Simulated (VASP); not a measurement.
# GeH2 (P4/nmm) in VASP: single point with r2SCAN

Aim: the single point of GeH2 with r2SCAN.

Everything below comes from runs of VASP 6.6.1. Logs are shortened: lines on timing, memory, paths and dates and some standing lists are left out, and cuts for length are marked.

### Step 1. The cell of the first run

Symmetry: P4/nmm, No. 129, tetragonal system. Conventional cell: a = 3.012 Å, b = 3.012 Å, c = 6.169 Å, α = 90.00°, β = 90.00°, γ = 90.00°. H (site symmetry 4mm) has 5 Ge at 2.17 to 2.50 Å and 12 H at 2.53 to 3.01 Å within 3.1 Å. H (site symmetry -4m2) has 8 H at 2.13 to 2.53 Å and 4 Ge at 2.22 Å within 2.8 Å. Within 3.1 Å of Ge (site symmetry 4mm) lie 9 H at 2.17 to 2.50 Å and 4 Ge at 3.01 Å.

### Step 2. Single point, r2SCAN

POSCAR

```
GeH2
1.0
    3.0117840000      0.0000000000      0.0000000000
    0.0000000000      3.0117840000      0.0000000000
    0.0000000000      0.0000000000      6.1685410000
H Ge
4 2
Direct
    0.0000000000      0.5000000000      0.3300000000
    0.5000000000      0.0000000000      0.6700000000
    0.0000000000      0.0000000000      0.0000000000
    0.5000000000      0.5000000000      0.0000000000
    0.0000000000      0.5000000000      0.7350000000
    0.5000000000      0.0000000000      0.2650000000
```

INCAR.step1

```
SYSTEM = GeH2
ALGO     = Normal         ! electronic algorithm
EDIFF    = 1E-4           ! SCF threshold, eV
ENCUT    = 520            ! plane-wave cutoff, eV
GGA      = PE             ! functional
ISMEAR   = -1             ! smearing method
LASPH    = .TRUE.         ! aspherical terms in the spheres
LCHARG   = .FALSE.        ! write CHGCAR
LREAL    = .FALSE.        ! projectors in reciprocal space
LWAVE    = .TRUE.         ! write WAVECAR
NBANDS   = 25             ! bands
NELM     = 60             ! most SCF steps
PREC     = Accurate       ! precision mode
SIGMA    = 0.1            ! smearing width, eV
```

INCAR.step2

```
SYSTEM = GeH2
ALGO     = Normal         ! electronic algorithm
EDIFF    = 1E-6           ! SCF threshold, eV
ENCUT    = 520            ! plane-wave cutoff, eV
ISIF     = 2              ! what is computed and relaxed
ISMEAR   = -1             ! smearing method
ISTART   = 1            
LASPH    = .TRUE.         ! aspherical terms in the spheres
LCHARG   = .FALSE.        ! write CHGCAR
LMIXTAU  = .TRUE.       
LREAL    = .FALSE.        ! projectors in reciprocal space
LWAVE    = .FALSE.        ! write WAVECAR
METAGGA  = R2SCAN         ! meta-GGA
NBANDS   = 25             ! bands
NELM     = 60             ! most SCF steps
PREC     = Accurate       ! precision mode
SIGMA    = 0.1            ! smearing width, eV
```

KPOINTS

```
k-points
0
G
  11 11 6
  0 0 0
```

Potentials or basis: VASP PAW PBE potentials, release 64 (H, Ge_d).

Launch:

```console
cat potpaw_PBE.64/H/POTCAR potpaw_PBE.64/Ge_d/POTCAR > POTCAR
cp INCAR.step1 INCAR
mpirun -np 1 vasp_std > vasp.out
cp INCAR.step2 INCAR
mpirun -np 1 vasp_std > vasp.out
```

OUTCAR:

```text
SYSTEM = GeH2
   EDIFF = 1E-6
   ENCUT = 520
   ISIF = 2
   ISMEAR = -1
   ISTART = 1
   LASPH = .TRUE.
   LREAL = .FALSE.
   METAGGA = R2SCAN
   NELM = 60
   PREC = Accurate

 ion  position               nearest neighbor table
   1  0.000  0.500  0.330-
   2  0.500  0.000  0.670-
   3  0.000  0.000  0.000-
   4  0.500  0.500  0.000-
   5  0.000  0.500  0.735-
   6  0.500  0.000  0.265-

  LATTYP: Found a simple tetragonal cell.
 ALAT       =     3.0117840000
 C/A-ratio  =     2.0481352580

  Lattice vectors:

 A1 = (   3.0117840000,   0.0000000000,   0.0000000000)
 A2 = (   0.0000000000,   3.0117840000,   0.0000000000)
 A3 = (   0.0000000000,   0.0000000000,   6.1685410000)

Analysis of symmetry for initial positions (statically):
=====================================================================
 Subroutine PRICEL returns:
 Original cell was already a primitive cell.

 Routine SETGRP: Setting up the symmetry group for a
 simple tetragonal supercell.

 Subroutine GETGRP returns: Found 16 space group operations
 (whereof  8 operations were pure point group operations)
 out of a pool of 16 trial point group operations.

The static configuration has the point symmetry D_2d.
 The point group associated with its full space group is D_4h.

Analysis of symmetry for dynamics (positions and initial velocities):
=====================================================================
 Subroutine PRICEL returns:
 Original cell was already a primitive cell.

 Routine SETGRP: Setting up the symmetry group for a
 simple tetragonal supercell.

 Subroutine GETGRP returns: Found 16 space group operations
 (whereof  8 operations were pure point group operations)
 out of a pool of 16 trial point group operations.

The dynamic configuration has the point symmetry D_2d.
 The point group associated with its full space group is D_4h.

 Subroutine INISYM returns: Found 16 space group operations
 (whereof  8 operations are pure point group operations),
 and found     1 'primitive' translations

----------------------------------------------------------------------------------------

                                     Primitive cell

  volume of cell :      55.9539

  direct lattice vectors                    reciprocal lattice vectors
     3.011784000  0.000000000  0.000000000     0.332029123  0.000000000  0.000000000
     0.000000000  3.011784000  0.000000000     0.000000000  0.332029123  0.000000000
     0.000000000  0.000000000  6.168541000     0.000000000  0.000000000  0.162112889

[... 94 lines left out ...]
   NSW    =      0    number of steps for IOM
   IBRION =     -1    ionic relax: 0-MD 1-quasi-New 2-CG
   NFREE  =      0    steps in history (QN), initial steepest desc. (CG)
   ISIF   =      2    stress and relaxation
   ISYM   =      2    0-nonsym 1-usesym 2-fastsym
   POTIM  = 0.5000    time-step for ionic-motion
   TEBEG  =    0.0;   TEEND  =   0.0 temperature during run
   PSTRESS=    0.0 pullay stress
   NELECT =      32.0000    total number of electrons
   NUPDOWN=      -1.0000    fix difference up-down
   EMIN   =  10.00;   EMAX   =-10.00  energy-range for DOS
   EFERMI =   0.00;   METHOD = LEGACY
   ISMEAR =    -1;   SIGMA  =   0.10  broadening in eV -4-tet -1-fermi 0-gaus
   EFERMI_NEDOS =   21; number of points for ismear=-14 and -15
   IALGO  =     38    algorithm
   IMIX   =      4    mixing-type and parameters
     AMIX     =   0.40;   BMIX     =  1.00
     AMIX_MAG =   1.60;   BMIX_MAG =  1.00
  volume/ion in A,a.u.               =       9.33        62.93
  Fermi-wavevector in a.u.,A,eV,Ry     =   1.358881  2.567913 25.123945  1.846558
  Thomas-Fermi vector in A             =   2.485677
   LORBIT       =      0    0 simple, 1 ext, 2 COOP (PROOUT), +10 PAW based schemes
   METAGGA = R2SCAN    functional components
   LHFCALC =     F    Hartree Fock is set to
   AEXX    =    0.0000 exact exchange contribution
   IVDW    =     0    specifies the selected vdW correction
   LEPSILON=     F    determine dielectric tensor
   LRPA    =     F    only Hartree local field effects (RPA)
 non-spin polarized calculation
  energy-cutoff  :      520.00
  volume of cell :       55.95
 maximum number of plane-waves:      1524
 NGX is ok and might be reduce to    24
   NGX = 11   NGY = 11   NGZ = 23

 number of electron      31.9999966 magnetization

 Free energy of the ion-electron system (eV)
  ---------------------------------------------------
  ext. energy  EPLUGINS =         0.00000000
  ---------------------------------------------------
  free energy    TOTEN  =       -36.63705670 eV

  energy without entropy =      -36.60251482  energy(sigma->0) =      -36.61978576

 E-fermi :   4.6324     XC(G=0): -11.4800

 val. band max:        4.6182116110   @ k =   0.2727   0.2727   0.1667
 cond. band min:       4.6392695768   @ k =   0.0000   0.0000   0.1667
 fundamental gap:      0.0210579658
 Fermi energy:         4.6324293619

 k-point     1 :       0.0000    0.0000    0.0000
  band No.  band energies     occupation
      1     -21.2262      2.00000
      2     -21.2214      2.00000
      3     -21.1990      2.00000
      4     -21.1979      2.00000
      5     -21.1526      2.00000
      6     -21.1526      2.00000
[... 661 lines left out ...]
     24      17.1652      0.00000
     25      17.7509      0.00000

 [... further k-points ...]

------------------------ aborting loop because EDIFF is reached ----------------------------------------

  FORCE on cell =-STRESS in cart. coord.  units (eV):
  Direction    XX          YY          ZZ          XY          YZ          ZX
  --------------------------------------------------------------------------------------
  -------------------------------------------------------------------------------------
  Total       -0.6015214     -0.6015214     -3.0582118      0.0000000      0.0000000      0.0000000
  in kB      -17.2239023    -17.2239023    -87.5685265      0.0000000      0.0000000      0.0000000
  external PRESSURE =     -40.6721104 kB  Pullay stress =       0.0000000 kB

 VOLUME and BASIS-vectors are now :
 -----------------------------------------------------------------------------
  energy-cutoff  :      520.00
  volume of cell :       55.95
      direct lattice vectors                 reciprocal lattice vectors
     3.011784000  0.000000000  0.000000000     0.332029123  0.000000000  0.000000000
     0.000000000  3.011784000  0.000000000     0.000000000  0.332029123  0.000000000
     0.000000000  0.000000000  6.168541000     0.000000000  0.000000000  0.162112889

 POSITION                                       TOTAL-FORCE (eV/Angst)
 -----------------------------------------------------------------------------------
      0.00000      1.50589      2.03562         0.000000      0.000000      0.385356
      1.50589      0.00000      4.13292         0.000000     -0.000000     -0.385356
      0.00000      0.00000      0.00000         0.000000     -0.000000      0.000000
      1.50589      1.50589      0.00000         0.000000     -0.000000      0.000000
      0.00000      1.50589      4.53388         0.000000      0.000000      1.265542
      1.50589      0.00000      1.63466        -0.000000     -0.000000     -1.265542
 -----------------------------------------------------------------------------------
    total drift:                                0.000000      0.000000      0.000000

  FREE ENERGIE OF THE ION-ELECTRON SYSTEM (eV)
  ---------------------------------------------------
  free  energy   TOTEN  =       -36.6370567046 eV

  energy  without entropy=      -36.6025148193  energy(sigma->0) =      -36.61978576
```

OSZICAR.step1:

```text
N       E                     dE             d eps       ncg     rms          rms(c)
DAV:   1     0.210214719914E+03    0.21021E+03   -0.14907E+04  4949   0.318E+03
DAV:   2     0.148936986396E+02   -0.19532E+03   -0.18534E+03  4336   0.607E+02
DAV:   3    -0.177793931462E+02   -0.32673E+02   -0.32195E+02  5052   0.138E+02
DAV:   4    -0.188919844626E+02   -0.11126E+01   -0.11114E+01  4639   0.282E+01
DAV:   5    -0.189093987698E+02   -0.17414E-01   -0.17413E-01  5073   0.422E+00    0.408E+00
DAV:   6    -0.184227758711E+02    0.48662E+00   -0.36104E-01  5519   0.610E+00    0.161E+00
DAV:   7    -0.183713550885E+02    0.51421E-01   -0.18230E-01  4878   0.199E+00    0.548E-01
DAV:   8    -0.183716994025E+02   -0.34431E-03   -0.34162E-02  4774   0.123E+00    0.235E-01
DAV:   9    -0.183724851375E+02   -0.78573E-03   -0.14217E-03  5010   0.447E-01    0.953E-02
DAV:  10    -0.183727579834E+02   -0.27285E-03   -0.28963E-04  3841   0.135E-01    0.153E-02
DAV:  11    -0.183727554899E+02    0.24935E-05   -0.58625E-05  2310   0.127E-01
   1 F= -.18372755E+02 E0= -.18354325E+02  d E =-.368600E-01
```

It took 5.7 min on 1 thread of Intel Xeon 8259CL, shared host; peak memory 0.23 GiB.

Results:

- Free energy: -36.6371 eV
- Pressure: -4.1 GPa
- Largest force: 1.266 eV/Å
- Band gap on the k mesh: zero (bands 16 and 17 overlap by 5.68 eV)

Forces in eV/Å, atoms in the order of the input:
```
H    0.000  0.000  0.385
H    0.000  0.000 -0.385
H    0.000  0.000  0.000
H    0.000  0.000  0.000
Ge   0.000  0.000  1.266
Ge   0.000  0.000 -1.266
```

Levels at points of the mesh, in eV from the Fermi level:
| k point | band 14 | band 15 | band 16 | band 17 | band 18 | band 19 |
| --- | --- | --- | --- | --- | --- | --- |
| (0.00, 0.00, 0.00) | 0.73 | 1.46 | 3.05 | 3.65 | 3.65 | 4.16 |
| (0.00, 0.00, 0.50) | -2.55 | 1.48 | 1.95 | 4.17 | 4.28 | 4.28 |

Caveat: the stress differs along the axes, from -9 to -2 GPa; the PAW data sets were made with another functional, which shifts forces and pressure a little.

The gap in the log of VASP goes by the Fermi energy; the results here count the filled bands.